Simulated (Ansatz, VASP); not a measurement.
## Ge2Sb2Se in VASP and in Ansatz

INCAR

```
PREC = Accurate
ENCUT = 600
EDIFF = 1E-6
ISMEAR = 0
SIGMA = 0.15
LREAL = F
LASPH = T
NELM = 80
ALGO = Normal
ISIF = 3
LWAVE = F
LCHARG = F
GGA = PE
IBRION = 2
NSW = 36
EDIFFG = -0.08
```

File KPOINTS:

```
Automatic mesh
0
Gamma
  2 2 3
```

POSCAR

```
Ge2Sb2Se
1.0
    8.1148273000      0.0000000000      0.0000000000
    0.0000000000      8.1148273000      0.0000000000
    0.0000000000      0.0000000000      3.8121660400
Ge Sb Se
4 4 2
Direct
    0.3749000000      0.8749000000      0.0000000000
    0.1251000000      0.3749000000      0.0000000000
    0.6251000000      0.1251000000      0.0000000000
    0.8749000000      0.6251000000      0.0000000000
    0.1727000000      0.6727000000      0.5000000000
    0.3273000000      0.1727000000      0.5000000000
    0.8273000000      0.3273000000      0.5000000000
    0.6727000000      0.8273000000      0.5000000000
    0.0000000000      0.0000000000      0.0000000000
    0.5000000000      0.5000000000      0.0000000000
```

Input for Ansatz:

```yaml
crystal:
  lattice:
    - [8.1148273, 0.0, 0.0]
    - [0.0, 8.1148273, 0.0]
    - [0.0, 0.0, 3.81216604]
  atoms:
    - { symbol: Ge, position: [0.3749, 0.8749, 0.0] }
    - { symbol: Ge, position: [0.1251, 0.3749, 0.0] }
    - { symbol: Ge, position: [0.6251, 0.1251, 0.0] }
    - { symbol: Ge, position: [0.8749, 0.6251, 0.0] }
    - { symbol: Sb, position: [0.1727, 0.6727, 0.5] }
    - { symbol: Sb, position: [0.3273, 0.1727, 0.5] }
    - { symbol: Sb, position: [0.8273, 0.3273, 0.5] }
    - { symbol: Sb, position: [0.6727, 0.8273, 0.5] }
    - { symbol: Se, position: [0.0, 0.0, 0.0] }
    - { symbol: Se, position: [0.5, 0.5, 0.0] }
basis:
  ecutwfc: 420
kpoints:
  mp_grid: { grid: [2, 2, 3] }
hamiltonian:
  xc: pbe
scf:
  occupations: { method: gaussian, width: 0.15 }
  lower_state_search: "off"
output:
  forces: true
  stress: true
  eigenvalues: true
relax:
  adjacent_minimum: "off"
  f_tol: 0.08
  max_steps: 16
  cell: { stress_tol: 0.8 }
```

Change from the starting cell: species swapped into the Ho2Pd2Pb type (P4/mbm, No. 127).

Alike in both runs: task relaxation of cell and atoms; functional PBE; k mesh 2 × 2 × 3; occupations gaussian, width 0.15 eV; no spin polarisation.

|  | VASP | Ansatz |
| --- | --- | --- |
| version | VASP 6.6.1 | Ansatz 0.2.0 |
| potentials or method | VASP PAW PBE potentials, release 64 (Ge_d, Sb, Se), cutoff 600 eV | scalar-relativistic, plane waves, PAW |
| valence electrons in the cell | 88 | 148 |

|  | VASP | Ansatz | Ansatz less VASP |
| --- | --- | --- | --- |
| gap on the k mesh at the Fermi level, each at its own relaxed structure (eV) | none | none | - |
| relaxed volume (Å³/atom) | 23.81 | 23.85 | +0.038 |
| relaxed cell length with the largest relative difference (Å) | 3.106 | 3.112 | +0.0053 |

A gap of «none» marks a metal or a gap that the smearing closes. VASP's potentials hold 88 valence electrons a cell and Ansatz's 148, so a difference there can come from the potentials and not from the codes.

The k mesh is coarse, so the values compare programs but aren't converged. Neither program's run includes spin-orbit coupling.
